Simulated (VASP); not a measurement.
# InSe5: relaxation of cell and atoms with PBE

The system is InSe5.

```
In Se
1.0
     6.22861    0.00000    0.00000
    -3.11430    5.39413    0.00000
     0.00000    0.00000    5.10364
In Se
1 5
Direct
  0.00000 0.00000 0.00000
  0.33333 0.66667 0.00000
  0.66667 0.33333 0.00000
  0.50000 0.00000 0.50000
  0.50000 0.50000 0.50000
  0.00000 0.50000 0.50000
```

The cell was built from a structure type or drawn by symmetry, and may not be a known phase.

```yaml
Program: VASP 6.6.1
Task: relaxation of cell and atoms
Functional: PBE
Potentials_or_basis: VASP PAW PBE potentials, release 64 (In_d, Se)
Cutoff: 600 eV
k_mesh: 3 × 3 × 4
Occupations: gaussian, width 0.1 eV
Spin: no spin polarisation
Dipole_correction: no
Further_INCAR_settings: ALGO = Normal; EDIFF = 1e-06; IBRION = 2; EDIFFG = -0.04; NSW = 90; ISIF = 3
```

```json
{
  "Relaxed volume": "27.35 Å³/atom",
  "Relaxed cell": "a = 7.305 Å, b = 7.305 Å, c = 3.551 Å, α = 90.00°, β = 90.00°, γ = 120.00°",
  "Space group after relaxing (to 0.1 Å)": "P6/mmm (No. 191)",
  "Energy gained by relaxing": "251.9 meV/atom",
  "Ionic steps": "13",
  "Pressure after relaxing": "0.0 GPa",
  "Band gap on the k mesh": "zero (an odd number of electrons rules out a gap without spin polarisation)"
}
```

The path:
```
step  energy change (eV)  largest force (eV/Å)  pressure (GPa)  volume (Å³)
   1              0.0000                0.0000           -5.37       171.47
   2             -0.9127                0.0000           -0.49       148.44
   3             -0.9698                0.0000            1.33       143.36
   4             -0.9718                0.0000            1.74       142.37
   5             -1.0858                0.0000            1.23       145.43
   6             -1.1299                0.0000            1.04       148.37
   7             -1.1471                0.0000            1.09       153.77
   8             -1.4924                0.0000            0.44       162.29
   9             -0.1403                0.0000            3.68       168.14
  10             -1.3767                0.0000            0.17       165.62
  11             -1.3922                0.0000            0.29       163.53
  12             -1.5081                0.0000            0.02       164.64
  13             -1.5117                0.0000           -0.02       164.12
```

Final structure:
```
CELL_PARAMETERS angstrom
7.30508 0.00000 0.00000
-3.65254 6.32639 0.00000
0.00000 0.00000 3.55129
ATOMIC_POSITIONS crystal
In 0.00000 0.00000 0.00000
Se 0.33333 0.66667 0.00000
Se 0.66667 0.33333 0.00000
Se 0.50000 0.00000 0.50000
Se 0.50000 0.50000 0.50000
Se 0.00000 0.50000 0.50000
```

Levels at points of the mesh, in eV from the Fermi level:
```csv
k point,band 18,band 19,band 20,band 21,band 22,band 23,band 24,band 25
"(0.00, 0.00, 0.00)",-1.76,-1.76,-1.53,-1.07,-0.93,-0.93,2.72,2.72
"(0.00, 0.00, 0.50)",-2.99,-2.43,-1.49,-1.00,-1.00,-0.49,-0.39,2.03
```

Wall time 18 min on 1 thread of Intel Xeon 8259CL, with other jobs on the host, peak memory 0.35 GiB.

Caveat: the k points lie up to 0.44 Å⁻¹ apart in the final cell, too coarse for converged energies and pressures of a metal; a cell axis changed by over 15 % at a fixed basis, so the end point is rough; spin-orbit coupling is left out, which moves the levels of the heavy elements.
